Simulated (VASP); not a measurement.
Wanted: the native input for a VASP 6.6.1 run.

| Item | Value |
| --- | --- |
| Task | relaxation of cell and atoms |
| Functional | PBEsol |
| Potentials or basis | VASP PAW PBE potentials, release 64 (Cd, Au) |
| Cutoff | 600 eV |
| k mesh | 6 × 6 × 6 |
| Occupations | gaussian, width 0.1 eV |
| Spin | no spin polarisation |
| Target pressure | 60 GPa |
| Dipole correction | no |
| Further INCAR settings | ALGO = Normal; EDIFF = 1e-07; IBRION = 2; EDIFFG = -0.01; NSW = 50; ISIF = 3 |

The structure of CdAu lies in POSCAR:

```
CdAu
1.0
    3.3200000000      0.0000000000      0.0000000000
    0.0000000000      3.3200000000      0.0000000000
    0.0000000000      0.0000000000      3.3200000000
Cd Au
1 1
Direct
    0.0000000000      0.0000000000      0.0000000000
    0.5000000000      0.5000000000      0.5000000000
```

The input as run:

INCAR

```
SYSTEM = CdAu
  PREC = Accurate
  ENCUT = 600
  EDIFF = 1E-7
  ISMEAR = 0
  SIGMA = 0.1
  LREAL = .False.
  LASPH = .True.
  NELM = 100
  ALGO = Normal
  ISIF = 3
  LWAVE = .False.
  LCHARG = .False.
  GGA = PS
  IBRION = 2
  NSW = 50
  EDIFFG = -0.01
  PSTRESS = 600.0
```

KPOINTS

```
regular mesh
0
Gamma
  6 6 6
  0 0 0
```

Potentials or basis: VASP PAW PBE potentials, release 64 (Cd, Au).

Command:

```sh
$ cat potpaw_PBE.64/Cd/POTCAR potpaw_PBE.64/Au/POTCAR > POTCAR
$ mpirun -np 1 vasp_std > vasp.out
```

Results of the run:

```
Relaxed volume                                         : 14.24 Å³/atom
Relaxed cell                                           : a = 3.054 Å, b = 3.054 Å, c = 3.054 Å, α = 90.00°, β = 90.00°, γ = 90.00°
Space group after relaxing (to 0.05 Å)                 : Pm-3m (No. 221)
Energy change on relaxing (the enthalpy is what falls) : +581.9 meV/atom
Ionic steps                                            : 10
Pressure after relaxing                                : 60.0 GPa
```

Caveat: the cell is relaxed towards a set pressure, so the enthalpy falls and the energy may rise; the volume moved by over 15 % at a fixed basis, so the end points are rough; the PAW data sets were made with another functional, which shifts forces and pressure a little.

It took 2.8 min on 1 thread of Intel Xeon 6975P-C, on a shared host, peak memory 0.19 GiB.
